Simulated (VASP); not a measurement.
A run of VASP 6.6.1:

The input INCAR:

```
  PREC = Accurate
  ENCUT = 520
  EDIFF = 1E-6
  ISMEAR = 0
  SIGMA = 0.1
  LREAL = False
  LASPH = True
  NELM = 60
  ALGO = Fast
  ISIF = 2
  LWAVE = False
  LCHARG = False
  GGA = PS
  NBANDS = 55
```

KPOINTS

```
Automatic mesh
0
Gamma
  6 6 10
```

Contents of POSCAR:

```
Zr3Si2
1.0
    7.0655778271      0.0000000000      0.0000000000
    0.0000000000      7.0655778271      0.0000000000
    0.0000000000      0.0000000000      3.6444907296
Zr Si
6 4
Direct
    0.1744786434      0.6744786434      0.5000000000
    0.8255213566      0.3255213566      0.5000000000
    0.3255213566      0.1744786434      0.5000000000
    0.6744786434      0.8255213566      0.5000000000
    0.0000000000      0.0000000000      0.0000000000
    0.5000000000      0.5000000000      0.0000000000
    0.6223900186      0.1223900186      0.0000000000
    0.3776099814      0.8776099814      0.0000000000
    0.8776099814      0.6223900186      0.0000000000
    0.1223900186      0.3776099814      0.0000000000
```

Potentials or basis: VASP PAW PBE potentials, release 64 (Zr_sv, Si).

The run is started by

```bash
$ cat potpaw_PBE.64/Zr_sv/POTCAR potpaw_PBE.64/Si/POTCAR > POTCAR
$ mpirun -np 1 vasp_std > vasp.out
```

Hardware: 1 thread of Intel Xeon 8259CL, with other jobs on the host.

Estimate the wall time of this run.

Wall time 35 min on 1 thread of Intel Xeon 8259CL, on a shared host, peak memory 0.56 GiB. Counts: scf iterations 22, k points 60.
